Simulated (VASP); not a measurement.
BN, 4 atoms in the cell. Symmetry: P6_3/mmc, No. 194, hexagonal system. The conventional cell has a = 2.501 Å, b = 2.501 Å, c = 6.524 Å, α = 90.00°, β = 90.00°, γ = 120.00°. B (site symmetry -6m2) has 3 N at 1.44 Å within 1.9 Å. N (site symmetry -6m2) has 3 B at 1.44 Å within 1.9 Å. 

| Quantity | Value |
| --- | --- |
| Program | VASP 6.6.1 |
| Task | single point |
| Functional | r2SCAN |
| Potentials or basis | VASP PAW PBE potentials, release 64 (B, N) |
| Cutoff | 520 eV |
| k mesh | 6 × 6 × 2 |
| Occupations | gaussian, width 0.01 eV |
| Spin | no spin polarisation |
| Dipole correction | no |
| Further INCAR settings | ALGO = Normal; EDIFF = 1e-07; NBANDS = 16 |

Potentials or basis: VASP PAW PBE potentials, release 64 (B, N).

The run is started by

```sh
$ cat potpaw_PBE.64/B/POTCAR potpaw_PBE.64/N/POTCAR > POTCAR
$ cp INCAR.step1 INCAR
$ mpirun -np 1 vasp_std > vasp.out
$ cp INCAR.step2 INCAR
$ mpirun -np 1 vasp_std > vasp.out
```

Hardware: 1 thread of Intel Xeon 8259CL, on a shared host.

Question: Estimate the wall time of this run.

Answer: Wall time 52 s on 1 thread of Intel Xeon 8259CL (shared host), peak memory 0.15 GiB. Counts: k points 14.
